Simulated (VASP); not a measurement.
# TiC (Fm-3m) in VASP: further runs

Runs on TiC. Level: PBE+D4. Tasks: single point, relaxation of cell and atoms.

Program: VASP 6.6.1. These are calculated values, not measurements. Logs are shortened: lines on timing, memory, paths and dates and some standing lists are left out, and cuts for length are marked.

## (1) The cell of the first run

The structure is cubic, space group Fm-3m (No. 225). The conventional cell has a = 4.305 Å, b = 4.305 Å, c = 4.305 Å, α = 90.00°, β = 90.00°, γ = 90.00°. Within 2.8 Å of Ti (site symmetry m-3m) lie 6 C at 2.15 Å. Within 2.8 Å of C (site symmetry m-3m) lie 6 Ti at 2.15 Å.

## (2) Single point, PBE+D4

The input, INCAR:

```
PREC = Accurate
ENCUT = 520
EDIFF = 1E-6
ISMEAR = -1
SIGMA = 0.1
LREAL = False
LASPH = True
NELM = 80
ALGO = Normal
ISIF = 2
LWAVE = False
LCHARG = True
GGA = PE
IVDW = 13
LELF = True
LVHAR = True
NBANDS = 15
```

The input, KPOINTS:

```
Automatic mesh
0
Gamma
  9 9 9
```

The input, POSCAR:

```
TiC
1.0
    3.0444271470      0.0000000000      0.0000000000
    1.5222135735      2.6365512492      0.0000000000
    1.5222135735      0.8788504164      2.4857643564
Ti C
1 1
Direct
    0.0000000000      0.0000000000      0.0000000000
    0.5000000000      0.5000000000      0.5000000000
```

Potentials or basis: VASP PAW PBE potentials, release 64 (Ti_sv, C).

Launch:

```console
$ cat potpaw_PBE.64/Ti_sv/POTCAR potpaw_PBE.64/C/POTCAR > POTCAR
$ mpirun -np 1 vasp_std > vasp.out
```

OUTCAR:

```text
PREC = Accurate
   ENCUT = 520
   EDIFF = 1E-6
   ISMEAR = -1
   LREAL = False
   LASPH = True
   NELM = 80
   ISIF = 2
   GGA = PE
   IVDW = 13

 ion  position               nearest neighbor table
   1  0.000  0.000  0.000-   2 2.15   2 2.15   2 2.15   2 2.15   2 2.15   2 2.15
   2  0.500  0.500  0.500-   1 2.15   1 2.15   1 2.15   1 2.15   1 2.15   1 2.15

  LATTYP: Found a face centered cubic cell.
 ALAT       =     4.3054701609

  Lattice vectors:

 A1 = (   3.0444271470,   0.0000000000,   0.0000000000)
 A2 = (   1.5222135735,   2.6365512492,   0.0000000000)
 A3 = (   1.5222135735,   0.8788504164,   2.4857643564)

Analysis of symmetry for initial positions (statically):
=====================================================================
 Subroutine PRICEL returns:
 Original cell was already a primitive cell.

 Routine SETGRP: Setting up the symmetry group for a
 face centered cubic supercell.

 Subroutine GETGRP returns: Found 48 space group operations
 (whereof 48 operations were pure point group operations)
 out of a pool of 48 trial point group operations.

The static configuration has the point symmetry O_h .

Analysis of symmetry for dynamics (positions and initial velocities):
=====================================================================
 Subroutine PRICEL returns:
 Original cell was already a primitive cell.

 Routine SETGRP: Setting up the symmetry group for a
 face centered cubic supercell.

 Subroutine GETGRP returns: Found 48 space group operations
 (whereof 48 operations were pure point group operations)
 out of a pool of 48 trial point group operations.

The dynamic configuration has the point symmetry O_h .

 Subroutine INISYM returns: Found 48 space group operations
 (whereof 48 operations are pure point group operations),
 and found     1 'primitive' translations

----------------------------------------------------------------------------------------

                                     Primitive cell

  volume of cell :      19.9527

  direct lattice vectors                    reciprocal lattice vectors
     3.044427147  0.000000000  0.000000000     0.328469020 -0.189641677 -0.134096916
     1.522213573  2.636551249  0.000000000     0.000000000  0.379283354 -0.134096916
     1.522213573  0.878850416  2.485764356     0.000000000  0.000000000  0.402290747

  length of vectors
     3.044427147  3.044427147  3.044427147     0.402290747  0.402290747  0.402290747

  position of ions in fractional coordinates (direct lattice)
     0.000000000  0.000000000  0.000000000
     0.500000000  0.500000000  0.500000000

  ion indices of the primitive-cell ions
   primitive index   ion index
[... 87 lines left out ...]
   EMIN   =  10.00;   EMAX   =-10.00  energy-range for DOS
   EFERMI =   0.00;   METHOD = LEGACY
   ISMEAR =    -1;   SIGMA  =   0.10  broadening in eV -4-tet -1-fermi 0-gaus
   EFERMI_NEDOS =   21; number of points for ismear=-14 and -15
   IALGO  =     38    algorithm
   IMIX   =      4    mixing-type and parameters
     AMIX     =   0.40;   BMIX     =  1.00
     AMIX_MAG =   1.60;   BMIX_MAG =  1.00
  volume/ion in A,a.u.               =       9.98        67.32
  Fermi-wavevector in a.u.,A,eV,Ry     =   1.520948  2.874174 31.474105  2.313281
  Thomas-Fermi vector in A             =   2.629729
   LORBIT       =      0    0 simple, 1 ext, 2 COOP (PROOUT), +10 PAW based schemes
   GGA     = PE    functional components
   LHFCALC =     F    Hartree Fock is set to
   AEXX    =    0.0000 exact exchange contribution
   IVDW    =    13    specifies the selected vdW correction
   LEPSILON=     F    determine dielectric tensor
   LRPA    =     F    only Hartree local field effects (RPA)
 non-spin polarized calculation
  energy-cutoff  :      520.00
  volume of cell :       19.95
 maximum number of plane-waves:       553
   NGX = 11   NGY = 11   NGZ = 11

 number of electron      16.0000003 magnetization

 Free energy of the ion-electron system (eV)
  ---------------------------------------------------
  ext. energy  EPLUGINS =         0.00000000
  ---------------------------------------------------
  free energy    TOTEN  =       -18.70605914 eV

  energy without entropy =      -18.69584166  energy(sigma->0) =      -18.70095040

 E-fermi :   9.6255     XC(G=0): -12.7915

 val. band max:        9.5496559388   @ k =   0.4444   0.4444   0.0000
 cond. band min:       9.7014176744   @ k =   0.1111   0.1111  -0.0000
 fundamental gap:      0.1517617356
 Fermi energy:         9.6254858647

 k-point     1 :       0.0000    0.0000    0.0000
  band No.  band energies     occupation
      1     -46.9106      2.00000
      2     -22.9250      2.00000
      3     -22.9250      2.00000
      4     -22.9250      2.00000
      5      -2.8553      2.00000
      6      10.3260      0.00181
      7      10.3260      0.00181
      8      10.3260      0.00181
      9      11.3268      0.00000
     10      11.3268      0.00000
     11      11.3268      0.00000
     12      11.3775      0.00000
     13      11.3775      0.00000
     14      20.3759      0.00000
[... 401 lines left out ...]
      2     -23.3766      2.00000
      3     -23.0987      2.00000
      4     -23.0987      2.00000
      5      -0.5672      2.00000
      6       6.0592      2.00000
      7       8.0141      2.00000
      8       9.5497      1.36197
      9       9.5497      1.36197
     10      12.3659      0.00000
     11      13.3034      0.00000
     12      13.3034      0.00000
     13      15.7489      0.00000
     14      21.7314      0.00000
     15      24.6783      0.00000

 [... further k-points ...]

------------------------ aborting loop because EDIFF is reached ----------------------------------------

  DFT-D4 for vdW energy calculation

  Edisp (eV):   -0.56415

  FORCE on cell =-STRESS in cart. coord.  units (eV):
  Direction    XX          YY          ZZ          XY          YZ          ZX
  --------------------------------------------------------------------------------------
  -------------------------------------------------------------------------------------
  Total       0.02802     0.02802     0.02802    -0.00000    -0.00000    -0.00000
  in kB       2.24961     2.24961     2.24961    -0.00000    -0.00000    -0.00000
  external pressure =        2.25 kB  Pullay stress =        0.00 kB

 VOLUME and BASIS-vectors are now :
 -----------------------------------------------------------------------------
  energy-cutoff  :      520.00
  volume of cell :       19.95
      direct lattice vectors                 reciprocal lattice vectors
     3.044427147  0.000000000  0.000000000     0.328469020 -0.189641677 -0.134096916
     1.522213573  2.636551249  0.000000000     0.000000000  0.379283354 -0.134096916
     1.522213573  0.878850416  2.485764356     0.000000000  0.000000000  0.402290747

 POSITION                                       TOTAL-FORCE (eV/Angst)
 -----------------------------------------------------------------------------------
      0.00000      0.00000      0.00000         0.000000      0.000000      0.000000
      3.04443      1.75770      1.24288        -0.000000     -0.000000      0.000000
 -----------------------------------------------------------------------------------
    total drift:                               -0.000000      0.000000      0.000000

  FREE ENERGIE OF THE ION-ELECTRON SYSTEM (eV)
  ---------------------------------------------------
  free  energy   TOTEN  =       -19.2702106177 eV

  energy  without entropy=      -19.2599931360  energy(sigma->0) =      -19.26510188
```

It took 11 s on 1 thread of Intel Xeon 6975P-C, shared host; peak memory 0.14 GiB.

What came out:

```
Free energy                : -19.2702 eV
Pressure                   : 0.2 GPa
Band gap on the k mesh     : zero (band 8 reaches 10.33 eV, above the bottom of band 9 at 9.25 eV)
Dispersion energy per atom : -0.282 eV
```

Caveat: pairwise dispersion overbinds metals, which lowers pressure and volume.

## (3) Relaxation of cell and atoms, PBE+D4

This run uses another cell than the first one, of 10.07 Å³/atom, 1.009 times its volume.

The input, INCAR:

```
PREC     = Accurate       # precision mode
ENCUT    = 600            # plane-wave cutoff, eV
EDIFF    = 1E-6           # SCF threshold, eV
ISMEAR   = -1             # smearing method
SIGMA    = 0.1            # smearing width, eV
LREAL    = F              # projectors in reciprocal space
LASPH    = T              # aspherical terms in the spheres
NELM     = 100            # most SCF steps
ALGO     = Normal         # electronic algorithm
ISIF     = 3              # what is computed and relaxed
LWAVE    = F              # write WAVECAR
LCHARG   = F              # write CHGCAR
GGA      = PE             # functional
IVDW     = 13             # dispersion correction
IBRION   = 2              # ionic algorithm
NSW      = 80             # ionic steps
EDIFFG   = -0.01          # ionic threshold
```

The input, KPOINTS:

```
regular mesh
0
Gamma
  9 9 9
```

The input, POSCAR:

```
TiC
1.0
    3.0537110000      0.0000000000      0.0000000000
    1.5268555000      2.6445913018      0.0000000000
    1.5268555000      0.8815304339      2.4933445906
Ti C
1 1
Direct
    0.0000000000      0.0000000000      0.0000000000
    0.5000000000      0.5000000000      0.5000000000
```

Potentials or basis: VASP PAW PBE potentials, release 64 (Ti_sv, C).

Launch:

```console
$ cat potpaw_PBE.64/Ti_sv/POTCAR potpaw_PBE.64/C/POTCAR > POTCAR
$ mpirun -np 1 vasp_std > vasp.out
```

Wall time 19 s (1 thread of Intel Xeon 6975P-C, shared host); peak memory 0.15 GiB.

It converged, with:

| Item | Value |
| --- | --- |
| Free energy | -19.2710 eV |
| Relaxed volume | 9.98 Å³/atom |
| Relaxed cell | a = 3.045 Å, b = 3.045 Å, c = 3.045 Å, α = 60.00°, β = 60.00°, γ = 60.00° |
| Space group after relaxing (to 0.05 Å) | Fm-3m (No. 225) |
| Energy gained by relaxing | 0.6 meV/atom |
| Ionic steps | 3 |
| Pressure after relaxing | 0.0 GPa |
| Band gap on the k mesh | zero (band 8 reaches 10.32 eV, above the bottom of band 9 at 9.25 eV) |
| Dispersion energy per atom | -0.282 eV |

The path:
| step | energy change (eV) | largest force (eV/Å) | pressure (GPa) | volume (Å³) |
| --- | --- | --- | --- | --- |
| 1 | 0.0000 | 0.0000 | -2.22 | 20.14 |
| 2 | 0.0009 | 0.0000 | 2.99 | 19.73 |
| 3 | -0.0012 | 0.0000 | 0.01 | 19.96 |

Final structure:
```
Ti C
1.0
     3.04493    0.00000    0.00000
     1.52247    2.63699    0.00000
     1.52247    0.87900    2.48618
Ti C
1 1
Cartesian
  0.0000 0.0000 0.0000
  3.0449 1.7580 1.2431
```

Levels at points of the mesh, in eV from the Fermi level:
| k point | band 6 | band 7 | band 8 | band 9 | band 10 | band 11 |
| --- | --- | --- | --- | --- | --- | --- |
| (0.00, 0.00, 0.00) | 0.70 | 0.70 | 0.70 | 1.70 | 1.70 | 1.70 |

Caveat: pairwise dispersion overbinds metals, which lowers pressure and volume.
